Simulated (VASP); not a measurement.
## C11O: single point with PBE+D3(BJ)

C11O, a slab with vacuum:

```
C O
1.0
     3.64732    0.00000    0.00000
    -1.66588    3.93102    0.00000
     0.00000    0.00000   23.58096
C O
11 1
Direct
  0.50018 0.33339 0.16963
  0.49982 0.66661 0.16963
  0.50018 0.83339 0.22189
  0.49982 0.16661 0.22189
  0.50002 0.33532 0.27414
  0.49998 0.66468 0.27414
  0.50013 0.83665 0.32662
  0.49987 0.16335 0.32662
  0.49976 0.35443 0.37450
  0.50024 0.64557 0.37450
  0.24976 0.35443 0.57593
  0.24976 0.35443 0.52716
```

```json
{
  "Program": "VASP 6.6.1",
  "Task": "single point",
  "Functional": "PBE",
  "Dispersion": "D3(BJ)",
  "Potentials or basis": "VASP PAW PBE potentials, release 64 (C, O)",
  "Cutoff": "520 eV",
  "k mesh": "8 × 7 × 1",
  "Occupations": "gaussian, width 0.05 eV",
  "Spin": "no spin polarisation",
  "Dipole correction": "yes",
  "Further INCAR settings": "ALGO = Normal; EDIFF = 1e-06; NBANDS = 37"
}
```

```json
{
  "Largest force": "6.777 eV/Å",
  "Band gap on the k mesh": "zero (band 25 reaches -2.28 eV, above the bottom of band 26 at -3.02 eV)",
  "Dispersion energy per atom": "-0.105 eV"
}
```

Forces on the atoms (eV/Å):
```
C   -2.626  6.144  1.136
C    2.626 -6.143  1.136
C   -0.160  0.382 -1.176
C    0.160 -0.382 -1.176
C    0.006 -0.007  0.000
C   -0.007  0.008  0.000
C   -0.005  0.013  0.009
C    0.008 -0.015  0.013
C    0.032 -0.070  0.032
C   -0.029  0.075  0.041
C    0.001  0.001 -0.726
O   -0.005 -0.004  0.711
```

Levels at points of the mesh, in eV from the Fermi level:
| k point | band 21 | band 22 | band 23 | band 24 | band 25 | band 26 | band 27 | band 28 | band 29 | band 30 |
| --- | --- | --- | --- | --- | --- | --- | --- | --- | --- | --- |
| (0.00, 0.00, 0.00) | -2.05 | -1.46 | -1.38 | -1.33 | 0.63 | 0.69 | 1.27 | 1.75 | 2.25 | 3.43 |
| (0.50, 0.00, 0.00) | -2.74 | -1.74 | -1.07 | -0.75 | 0.08 | 1.13 | 1.30 | 1.93 | 2.10 | 2.51 |

Run time: 9.7 min on 1 thread of Intel Xeon 6975P-C, on a shared host, peak memory 0.56 GiB.
